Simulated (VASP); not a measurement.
# MnV (Pm-3m) in VASP: notebook

Runs on MnV. Level: LDA. Tasks: single point.

All numbers are computed with VASP 6.6.1; they aren't measurements. Logs are shortened: lines on timing, memory, paths and dates and some standing lists are left out, and cuts for length are marked.

### Step 1. The cell of the first run

It takes space group Pm-3m (No. 221, cubic). Conventional cell: a = 2.599 Å, b = 2.599 Å, c = 2.599 Å, α = 90.00°, β = 90.00°, γ = 90.00°. Mn (site symmetry m-3m) has 8 V at 2.25 Å and 6 Mn at 2.60 Å within 3.0 Å. V (site symmetry m-3m) has 8 Mn at 2.25 Å and 6 V at 2.60 Å within 3.0 Å.

### Step 2. Single point, LDA (volume scaled by 0.72)

File INCAR:

```
SYSTEM = MnV
PREC     = Accurate       ! precision mode
ENCUT    = 520            ! plane-wave cutoff, eV
EDIFF    = 1E-6           ! SCF threshold, eV
ISMEAR   = -1             ! smearing method
SIGMA    = 0.05           ! smearing width, eV
LREAL    = .FALSE.        ! projectors in reciprocal space
LASPH    = .TRUE.         ! aspherical terms in the spheres
NELM     = 100            ! most SCF steps
ALGO     = Normal         ! electronic algorithm
ISIF     = 2              ! what is computed and relaxed
LWAVE    = .FALSE.        ! write WAVECAR
LCHARG   = .FALSE.        ! write CHGCAR
GGA      = CA             ! functional
NBANDS   = 20             ! bands
```

File KPOINTS:

```
regular mesh
0
G
  11 11 11
  0 0 0
```

File POSCAR:

```
MnV
1.0
    2.5992147530      0.0000000000      0.0000000000
    0.0000000000      2.5992147530      0.0000000000
    0.0000000000      0.0000000000      2.5992147530
Mn V
1 1
Direct
    0.0000000000      0.0000000000      0.0000000000
    0.5000000000      0.5000000000      0.5000000000
```

Potentials or basis: VASP PAW LDA potentials, release 64 (Mn_pv, V_sv).

Run with:

```console
cat potpaw_LDA.64/Mn_pv/POTCAR potpaw_LDA.64/V_sv/POTCAR > POTCAR
mpirun -np 1 vasp_std > vasp.out
```

OUTCAR:

```text
SYSTEM = MnV
   PREC = Accurate
   ENCUT = 520
   EDIFF = 1E-6
   ISMEAR = -1
   LREAL = .FALSE.
   LASPH = .TRUE.
   NELM = 100
   ISIF = 2
   GGA = CA

 ion  position               nearest neighbor table
   1  0.000  0.000  0.000-   2 2.25   2 2.25   2 2.25   2 2.25   2 2.25   2 2.25   2 2.25   2 2.25

   2  0.500  0.500  0.500-   1 2.25   1 2.25   1 2.25   1 2.25   1 2.25   1 2.25   1 2.25   1 2.25

  LATTYP: Found a simple cubic cell.
 ALAT       =     2.5992147530

  Lattice vectors:

 A1 = (   2.5992147530,   0.0000000000,   0.0000000000)
 A2 = (   0.0000000000,   2.5992147530,   0.0000000000)
 A3 = (   0.0000000000,   0.0000000000,   2.5992147530)

Analysis of symmetry for initial positions (statically):
=====================================================================
 Subroutine PRICEL returns:
 Original cell was already a primitive cell.

 Routine SETGRP: Setting up the symmetry group for a
 simple cubic supercell.

 Subroutine GETGRP returns: Found 48 space group operations
 (whereof 48 operations were pure point group operations)
 out of a pool of 48 trial point group operations.

The static configuration has the point symmetry O_h .

Analysis of symmetry for dynamics (positions and initial velocities):
=====================================================================
 Subroutine PRICEL returns:
 Original cell was already a primitive cell.

 Routine SETGRP: Setting up the symmetry group for a
 simple cubic supercell.

 Subroutine GETGRP returns: Found 48 space group operations
 (whereof 48 operations were pure point group operations)
 out of a pool of 48 trial point group operations.

The dynamic configuration has the point symmetry O_h .

 Subroutine INISYM returns: Found 48 space group operations
 (whereof 48 operations are pure point group operations),
 and found     1 'primitive' translations

----------------------------------------------------------------------------------------

                                     Primitive cell

  volume of cell :      17.5601

  direct lattice vectors                    reciprocal lattice vectors
     2.599214753  0.000000000  0.000000000     0.384731581  0.000000000  0.000000000
     0.000000000  2.599214753  0.000000000     0.000000000  0.384731581  0.000000000
     0.000000000  0.000000000  2.599214753     0.000000000  0.000000000  0.384731581

  length of vectors
     2.599214753  2.599214753  2.599214753     0.384731581  0.384731581  0.384731581

  position of ions in fractional coordinates (direct lattice)
     0.000000000  0.000000000  0.000000000
     0.500000000  0.500000000  0.500000000

  ion indices of the primitive-cell ions
   primitive index   ion index
                 1           1
                 2           2

----------------------------------------------------------------------------------------

 KPOINTS: regular mesh

Automatic generation of k-mesh.
 Grid dimensions read from file:
 generate k-points for:   11   11   11

 Generating k-lattice:

  Cartesian coordinates                     Fractional coordinates (reciprocal lattice)
     0.034975598  0.000000000  0.000000000     0.090909091  0.000000000  0.000000000
     0.000000000  0.034975598  0.000000000     0.000000000  0.090909091  0.000000000
     0.000000000  0.000000000  0.034975598     0.000000000  0.000000000  0.090909091

  Length of vectors
     0.034975598  0.034975598  0.034975598

  Shift w.r.t. Gamma in fractional coordinates (k-lattice)
     0.000000000  0.000000000  0.000000000

 Subroutine IBZKPT returns following result:
 ===========================================

 Found     56 irreducible k-points:

 Following reciprocal coordinates:
            Coordinates               Weight
  0.000000  0.000000  0.000000      1.000000
  0.090909  0.000000  0.000000      6.000000
  0.181818  0.000000  0.000000      6.000000
  0.272727  0.000000  0.000000      6.000000
  0.363636  0.000000  0.000000      6.000000
  0.454545  0.000000  0.000000      6.000000
[... 16 lines left out ...]
  0.181818  0.090909  0.090909     24.000000
  0.272727  0.090909  0.090909     24.000000
 [... further k-points ...]
   k-points           NKPTS =     56   k-points in BZ     NKDIM =     56   number of bands    NBANDS=     20
   number of dos      NEDOS =    301   number of ions     NIONS =      2
   total plane-waves  NPLWV =   8000
   dimension x,y,z NGX =    20 NGY =   20 NGZ =   20
   dimension x,y,z NGXF=    40 NGYF=   40 NGZF=   40
   ions per type =               1   1
   NGX,Y,Z   is equivalent  to a cutoff of  12.79, 12.79, 12.79 a.u.
   NGXF,Y,Z  is equivalent  to a cutoff of  25.58, 25.58, 25.58 a.u.
 SYSTEM =  MnV
   PREC   = accura    normal or accurate (medium, high low for compatibility)
   ISTART =      0    job   : 0-new  1-cont  2-samecut
   ICHARG =      2    charge: 1-file 2-atom 10-const
   ISPIN  =      1    spin polarized calculation?
   LNONCOLLINEAR =      F non collinear calculations
   LSORBIT =      F    spin-orbit coupling
   LASPH  =      T    aspherical Exc in radial PAW
   ENCUT  =  520.0 eV  38.22 Ry    6.18 a.u.   4.83  4.83  4.83*2*pi/ulx,y,z
   NELM   =    100;   NELMIN=  2; NELMDL= -5     # of ELM steps
   EDIFF  = 0.1E-05   stopping-criterion for ELM
   LREAL  =      F    real-space projection
   EDIFFG = 0.1E-04   stopping-criterion for IOM
   NSW    =      0    number of steps for IOM
   IBRION =     -1    ionic relax: 0-MD 1-quasi-New 2-CG
   NFREE  =      0    steps in history (QN), initial steepest desc. (CG)
   ISIF   =      2    stress and relaxation
   ISYM   =      2    0-nonsym 1-usesym 2-fastsym
   POTIM  = 0.5000    time-step for ionic-motion
   TEBEG  =    0.0;   TEEND  =   0.0 temperature during run
   PSTRESS=    0.0 pullay stress
   NELECT =      26.0000    total number of electrons
   NUPDOWN=      -1.0000    fix difference up-down
   EMIN   =  10.00;   EMAX   =-10.00  energy-range for DOS
   EFERMI =   0.00;   METHOD = LEGACY
   ISMEAR =    -1;   SIGMA  =   0.05  broadening in eV -4-tet -1-fermi 0-gaus
   EFERMI_NEDOS =   21; number of points for ismear=-14 and -15
   IALGO  =     38    algorithm
   IMIX   =      4    mixing-type and parameters
     AMIX     =   0.40;   BMIX     =  1.00
     AMIX_MAG =   1.60;   BMIX_MAG =  1.00
  volume/ion in A,a.u.               =       8.78        59.25
  Fermi-wavevector in a.u.,A,eV,Ry     =   1.865909  3.526057 47.370265  3.481616
  Thomas-Fermi vector in A             =   2.912723
   LORBIT       =      0    0 simple, 1 ext, 2 COOP (PROOUT), +10 PAW based schemes
   GGA     = CA    functional components
   LHFCALC =     F    Hartree Fock is set to
   AEXX    =    0.0000 exact exchange contribution
   IVDW    =     0    specifies the selected vdW correction
   LEPSILON=     F    determine dielectric tensor
   LRPA    =     F    only Hartree local field effects (RPA)
 non-spin polarized calculation
  energy-cutoff  :      520.00
  volume of cell :       17.56
 maximum number of plane-waves:       484
 NGX is ok and might be reduce to    20
   NGX =  9   NGY =  9   NGZ =  9

 number of electron      25.9999982 magnetization

 Free energy of the ion-electron system (eV)
  ---------------------------------------------------
  ext. energy  EPLUGINS =         0.00000000
  ---------------------------------------------------
  free energy    TOTEN  =       -19.41028891 eV

  energy without entropy =      -19.40282923  energy(sigma->0) =      -19.40655907

 E-fermi :  15.3665     XC(G=0): -15.7239

 val. band max:       15.2802264787   @ k =   0.4545   0.0000   0.0000
 cond. band min:      15.4021876167   @ k =   0.4545   0.1818   0.0000
 fundamental gap:      0.1219611380
 Fermi energy:        15.3664826135

 k-point     1 :       0.0000    0.0000    0.0000
  band No.  band energies     occupation
      1     -48.1571      2.00000
      2     -32.4329      2.00000
      3     -32.4329      2.00000
      4     -32.4329      2.00000
      5     -22.1068      2.00000
      6     -22.1068      2.00000
[... 12 lines left out ...]
     19      28.8181      0.00000
     20      28.8181      0.00000

 k-point     2 :       0.0909    0.0000    0.0000
  band No.  band energies     occupation
      1     -48.1515      2.00000
      2     -32.4510      2.00000
      3     -32.4283      2.00000
      4     -32.4283      2.00000
      5     -22.1719      2.00000
      6     -22.1079      2.00000
[... 12 lines left out ...]
     19      27.9615      0.00000
     20      29.3881      0.00000

 k-point     3 :       0.1818    0.0000    0.0000
  band No.  band energies     occupation
      1     -48.1364      2.00000
      2     -32.4991      2.00000
      3     -32.4158      2.00000
      4     -32.4158      2.00000
      5     -22.3446      2.00000
      6     -22.1108      2.00000
[... 12 lines left out ...]
     19      26.0375      0.00000
     20      30.8712      0.00000

 k-point     4 :       0.2727    0.0000    0.0000
  band No.  band energies     occupation
      1     -48.1167      2.00000
      2     -32.5613      2.00000
      3     -32.3994      2.00000
      4     -32.3994      2.00000
      5     -22.5667      2.00000
      6     -22.1147      2.00000
[... 12 lines left out ...]
     19      23.8667      0.00000
     20      32.8891      0.00000

 k-point     5 :       0.3636    0.0000    0.0000
  band No.  band energies     occupation
      1     -48.0984      2.00000
      2     -32.6174      2.00000
      3     -32.3843      2.00000
      4     -32.3843      2.00000
      5     -22.7670      2.00000
      6     -22.1183      2.00000
[... 12 lines left out ...]
     19      21.9223      0.00000
     20      35.1697      0.00000

 k-point     6 :       0.4545    0.0000    0.0000
  band No.  band energies     occupation
      1     -48.0876      2.00000
      2     -32.6504      2.00000
      3     -32.3753      2.00000
      4     -32.3753      2.00000
      5     -22.8845      2.00000
      6     -22.1206      2.00000
[... 12 lines left out ...]
     19      20.6443      0.00000
     20      35.6574      0.00000

 k-point     7 :       0.0909    0.0909    0.0000
  band No.  band energies     occupation
      1     -48.1456      2.00000
      2     -32.4577      2.00000
      3     -32.4368      2.00000
      4     -32.4238      2.00000
      5     -22.1896      2.00000
      6     -22.1528      2.00000
[... 12 lines left out ...]
     19      28.1611      0.00000
     20      28.8200      0.00000
[... 277 lines left out ...]
 k-point    20 :       0.4545    0.3636    0.0000
  band No.  band energies     occupation
      1     -47.9915      2.00000
      2     -32.7264      2.00000
      3     -32.6828      2.00000
      4     -32.3492      2.00000
      5     -22.6785      2.00000
      6     -22.5607      2.00000
[... 12 lines left out ...]
     19      20.2396      0.00000
     20      29.6241      0.00000

 k-point    21 :       0.4545    0.4545    0.0000
  band No.  band energies     occupation
      1     -47.9735      2.00000
      2     -32.7424      2.00000
      3     -32.7367      2.00000
      4     -32.3444      2.00000
      5     -22.6447      2.00000
      6     -22.6351      2.00000
[... 12 lines left out ...]
     19      19.6423      0.00000
     20      29.2273      0.00000

 k-point    22 :       0.0909    0.0909    0.0909
  band No.  band energies     occupation
      1     -48.1395      2.00000
      2     -32.4528      2.00000
      3     -32.4528      2.00000
      4     -32.4253      2.00000
      5     -22.2021      2.00000
      6     -22.1543      2.00000
[... 12 lines left out ...]
     19      28.6918      0.00000
     20      28.6918      0.00000

 k-point    23 :       0.1818    0.0909    0.0909
  band No.  band energies     occupation
      1     -48.1230      2.00000
      2     -32.5029      2.00000
      3     -32.4396      2.00000
      4     -32.4217      2.00000
      5     -22.3428      2.00000
      6     -22.1683      2.00000
[... 12 lines left out ...]
     19      26.7700      0.00000
     20      30.0323      0.00000

 k-point    24 :       0.2727    0.0909    0.0909
  band No.  band energies     occupation
      1     -48.1013      2.00000
      2     -32.5686      2.00000
      3     -32.4223      2.00000
      4     -32.4161      2.00000
      5     -22.5493      2.00000
      6     -22.1632      2.00000
[... 12 lines left out ...]
     19      24.4910      0.00000
     20      31.7276      0.00000

 [... further k-points ...]
[... 5 lines left out ...]
  --------------------------------------------------------------------------------------
  -------------------------------------------------------------------------------------
  Total       11.9541074     11.9541074     11.9541074      0.0000000     -0.0000000     -0.0000000
  in kB     1090.6897836   1090.6897836   1090.6897836      0.0000000     -0.0000000     -0.0000000
  external PRESSURE =    1090.6897836 kB  Pullay stress =       0.0000000 kB

 VOLUME and BASIS-vectors are now :
 -----------------------------------------------------------------------------
  energy-cutoff  :      520.00
  volume of cell :       17.56
      direct lattice vectors                 reciprocal lattice vectors
     2.599214753  0.000000000  0.000000000     0.384731581  0.000000000  0.000000000
     0.000000000  2.599214753  0.000000000     0.000000000  0.384731581  0.000000000
     0.000000000  0.000000000  2.599214753     0.000000000  0.000000000  0.384731581

 POSITION                                       TOTAL-FORCE (eV/Angst)
 -----------------------------------------------------------------------------------
      0.00000      0.00000      0.00000         0.000000      0.000000      0.000000
      1.29961      1.29961      1.29961         0.000000      0.000000      0.000000
 -----------------------------------------------------------------------------------
    total drift:                               -0.000000      0.000000      0.000000

  FREE ENERGIE OF THE ION-ELECTRON SYSTEM (eV)
  ---------------------------------------------------
  free  energy   TOTEN  =       -19.4102889069 eV

  energy  without entropy=      -19.4028292273  energy(sigma->0) =      -19.40655907
```

Wall time 16 s (1 thread of AMD EPYC 7R13 (Zen 3), shared host); peak memory 0.1 GiB.

Results:

```yaml
Free_energy: -19.4103 eV
Pressure: 109.1 GPa
Band_gap_on_the_k_mesh: zero (band 13 reaches 16.40 eV, above the bottom of band 14 at 14.61 eV)
```

Levels at points of the mesh, in eV from the Fermi level:
```
           k point  band 9  band 10  band 11  band 12  band 13  band 14  band 15  band 16  band 17  band 18
(0.00, 0.00, 0.00)   -6.53    -6.53    -1.54    -1.54    -1.54     1.46     1.46     3.81     3.81     3.81
```

### Step 3. Single point, LDA (volume scaled by 0.8)

File INCAR:

```
SYSTEM = MnV
ALGO = Normal ; EDIFF = 1E-6
ENCUT = 520 ; ISIF = 2
ISMEAR = -1 ; LASPH = .TRUE.
LCHARG = .FALSE. ; LREAL = .FALSE.
LWAVE = .FALSE. ; NBANDS = 20
NELM = 100 ; PREC = Accurate
SIGMA = 0.05
```

File KPOINTS:

```
k-points
0
G
  11 11 11
  0 0 0
```

File POSCAR:

```
MnV
1.0
    2.6921215235      0.0000000000      0.0000000000
    0.0000000000      2.6921215235      0.0000000000
    0.0000000000      0.0000000000      2.6921215235
Mn V
1 1
Direct
    0.0000000000      0.0000000000      0.0000000000
    0.5000000000      0.5000000000      0.5000000000
```

Potentials or basis: VASP PAW LDA potentials, release 64 (Mn_pv, V_sv).

Run with:

```console
cat potpaw_LDA.64/Mn_pv/POTCAR potpaw_LDA.64/V_sv/POTCAR > POTCAR
mpirun -np 1 vasp_std > vasp.out
```

OUTCAR:

```text
SYSTEM = MnV
   EDIFF = 1E-6
   ENCUT = 520
   ISIF = 2
   ISMEAR = -1
   LASPH = .TRUE.
   LREAL = .FALSE.
   NELM = 100
   PREC = Accurate

 ion  position               nearest neighbor table
   1  0.000  0.000  0.000-   2 2.33   2 2.33   2 2.33   2 2.33   2 2.33   2 2.33   2 2.33   2 2.33

   2  0.500  0.500  0.500-   1 2.33   1 2.33   1 2.33   1 2.33   1 2.33   1 2.33   1 2.33   1 2.33

  LATTYP: Found a simple cubic cell.
 ALAT       =     2.6921215235

  Lattice vectors:

 A1 = (   2.6921215235,   0.0000000000,   0.0000000000)
 A2 = (   0.0000000000,   2.6921215235,   0.0000000000)
[... 187 lines left out ...]
      4     -34.1928      2.00000
      5     -24.0658      2.00000
      6     -24.0658      2.00000
[... 541 lines left out ...]
     19      21.5205      0.00000
     20      28.3005      0.00000

 [... further k-points ...]
[... 5 lines left out ...]
  --------------------------------------------------------------------------------------
  -------------------------------------------------------------------------------------
  Total        5.9259152      5.9259152      5.9259152      0.0000000      0.0000000      0.0000000
  in kB      486.6111234    486.6111234    486.6111234      0.0000000      0.0000000      0.0000000
  external PRESSURE =     486.6111234 kB  Pullay stress =       0.0000000 kB

 VOLUME and BASIS-vectors are now :
 -----------------------------------------------------------------------------
  energy-cutoff  :      520.00
  volume of cell :       19.51
      direct lattice vectors                 reciprocal lattice vectors
     2.692121524  0.000000000  0.000000000     0.371454257  0.000000000  0.000000000
     0.000000000  2.692121524  0.000000000     0.000000000  0.371454257  0.000000000
     0.000000000  0.000000000  2.692121524     0.000000000  0.000000000  0.371454257

 POSITION                                       TOTAL-FORCE (eV/Angst)
 -----------------------------------------------------------------------------------
      0.00000      0.00000      0.00000         0.000000      0.000000      0.000000
      1.34606      1.34606      1.34606         0.000000      0.000000      0.000000
 -----------------------------------------------------------------------------------
    total drift:                               -0.000000      0.000000      0.000000

  FREE ENERGIE OF THE ION-ELECTRON SYSTEM (eV)
  ---------------------------------------------------
  free  energy   TOTEN  =       -20.3454618800 eV

  energy  without entropy=      -20.3412957181  energy(sigma->0) =      -20.34337880
```

Run time: 19 s. Hardware: 1 thread of AMD EPYC 7R13 (Zen 3), shared host; peak memory 0.1 GiB.

What came out:

```
Free energy            : -20.3455 eV
Pressure               : 48.7 GPa
Band gap on the k mesh : zero (band 13 reaches 14.37 eV, above the bottom of band 14 at 12.88 eV)
```

 Spin polarisation is off, so any magnetic state and its effect on volume and gap are missing.
